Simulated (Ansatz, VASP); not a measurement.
C: VASP beside Ansatz

Contents of INCAR:

```
PREC     = Accurate       # precision mode
ENCUT    = 520            # plane-wave cutoff, eV
EDIFF    = 1E-6           # SCF threshold, eV
ISMEAR   = 0              # smearing method
SIGMA    = 0.03           # smearing width, eV
LREAL    = False          # projectors in reciprocal space
LASPH    = True           # aspherical terms in the spheres
NELM     = 100            # most SCF steps
ALGO     = Normal         # electronic algorithm
ISIF     = 2              # what is computed and relaxed
LWAVE    = False          # write WAVECAR
LCHARG   = True           # write CHGCAR
GGA      = PE             # functional
IVDW     = 12             # dispersion correction
LELF     = True           # ELF
LVHAR    = True         
NBANDS   = 11             # bands
```

KPOINTS

```
Automatic mesh
0
Gamma
  16 16 16
```

File POSCAR:

```
C
1.0
    0.0000000000      2.1052712824      3.3519790387
    1.2161276134      0.0000000000      3.3519790387
    1.2161276134      2.1052712824      0.0000000000
C
2
Direct
    0.2018401999      0.7981598001      0.2018401999
    0.7981598001      0.2018401999      0.7981598001
```

Input for Ansatz:

```yaml
crystal:
  lattice:
    - [0.0, 2.1052712824, 3.3519790387]
    - [1.2161276134, 0.0, 3.3519790387]
    - [1.2161276134, 2.1052712824, 0.0]
  atoms:
    - { symbol: C, position: [0.2018401999, 0.7981598001, 0.2018401999] }
    - { symbol: C, position: [0.7981598001, 0.2018401999, 0.7981598001] }
basis:
  ecutwfc: 520.0
kpoints:
  mp_grid: { grid: [16, 16, 16] }
hamiltonian:
  xc: pbe
  pseudopotentials: { kind: paw, azcp: { folder: soft_1 } }
  dispersion: d3bj
scf:
  occupations: { method: gaussian, width: 0.03 }
output:
  forces: true
  stress: true
  eigenvalues: true
```

Alike in both runs: task single point; functional PBE; dispersion D3(BJ); k mesh 16 × 16 × 16; occupations gaussian, width 0.03 eV; no spin polarisation.

|  | VASP | Ansatz |
| --- | --- | --- |
| version | VASP 6.6.1 | Ansatz 0.2.0 |
| potentials or method | VASP PAW PBE potentials, release 64 (C), cutoff 520 eV | scalar-relativistic, plane waves, PAW |
| valence electrons in the cell | 8 | 8 |

VASP gave:

```
gap on the k mesh at the Fermi level (eV) : none
rms of the force components (eV/Å)        : 5.086
```

Q: Estimate Ansatz's values.

A: gap on the k mesh at the Fermi level (eV): none; rms of the force components (eV/Å): 5.097.

Atom by atom the forces differ by 0.010 eV/Å (rms over components). A gap of «none» marks a metal or a gap that the smearing closes.
